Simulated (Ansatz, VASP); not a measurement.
# Two plane-wave programs on MoS2

Contents of INCAR:

```
  ALGO = Normal
  EDIFF = 1E-6
  ENCUT = 520
  GGA = PE
  ISIF = 2
  ISMEAR = 0
  LASPH = True
  LCHARG = False
  LREAL = False
  LWAVE = False
  NBANDS = 35
  NELM = 80
  PREC = Accurate
  SIGMA = 0.02
```

File KPOINTS:

```
k-points
0
Gamma
  12 12 2
```

POSCAR

```
MoS2
1.0
    3.1850687626      0.0000000000      0.0000000000
   -1.5925343813      2.7583504612      0.0000000000
    0.0000000000      0.0000000000     14.2156739598
Mo S
2 4
Direct
    0.6666666667      0.3333333333      0.2500000000
    0.3333333333      0.6666666667      0.7500000000
    0.6666666667      0.3333333333      0.6401005121
    0.3333333333      0.6666666667      0.3598994879
    0.6666666667      0.3333333333      0.8598994879
    0.3333333333      0.6666666667      0.1401005121
```

Input for Ansatz:

```yaml
crystal:
  lattice:
    - [3.1850687626, 0.0, 0.0]
    - [-1.5925343813, 2.7583504612, 0.0]
    - [0.0, 0.0, 14.2156739598]
  atoms:
    - { symbol: Mo, position: [0.6666666667, 0.3333333333, 0.25] }
    - { symbol: Mo, position: [0.3333333333, 0.6666666667, 0.75] }
    - { symbol: S, position: [0.6666666667, 0.3333333333, 0.6401005121] }
    - { symbol: S, position: [0.3333333333, 0.6666666667, 0.3598994879] }
    - { symbol: S, position: [0.6666666667, 0.3333333333, 0.8598994879] }
    - { symbol: S, position: [0.3333333333, 0.6666666667, 0.1401005121] }
basis:
  ecutwfc: 420
kpoints:
  mp_grid: { grid: [12, 12, 2] }
  band_path: { path: [VBM, CBM], npoints: 2 }
hamiltonian:
  xc: pbe
scf:
  occupations: { method: gaussian, width: 0.02 }
output:
  forces: true
  stress: true
  eigenvalues: true
checkpoint:
  read: start.run
  write: ck
  compress: false
  write_wavefunctions: false
  write_every: 100000
```

Alike in both runs: task single point; functional PBE; k mesh 12 × 12 × 2; occupations gaussian, width 0.02 eV; no spin polarisation.

|  | VASP | Ansatz |
| --- | --- | --- |
| version | VASP 6.6.1 | Ansatz 0.2.0 |
| potentials or method | VASP PAW PBE potentials, release 64 (Mo_sv, S), cutoff 520 eV | scalar-relativistic, plane waves, PAW |
| valence electrons in the cell | 52 | 52 |

Ansatz gave:

- gap on the k mesh at the Fermi level (eV): 1.37
- least direct gap on the mesh (eV): 1.66
- pressure (GPa): 0.1
- traceless stress, the component that is largest in VASP (GPa): 0.05
- rms of the force components (eV/Å): 0.001

Estimate VASP's values.

gap on the k mesh at the Fermi level (eV): 1.39; least direct gap on the mesh (eV): 1.66; pressure (GPa): 0.0; traceless stress, the component that is largest in VASP (GPa): 0.02; rms of the force components (eV/Å): 0.004.

Atom by atom the forces differ by 0.005 eV/Å (rms over components). With one functional, cell and mesh, what is left measures potentials, basis and numerics.
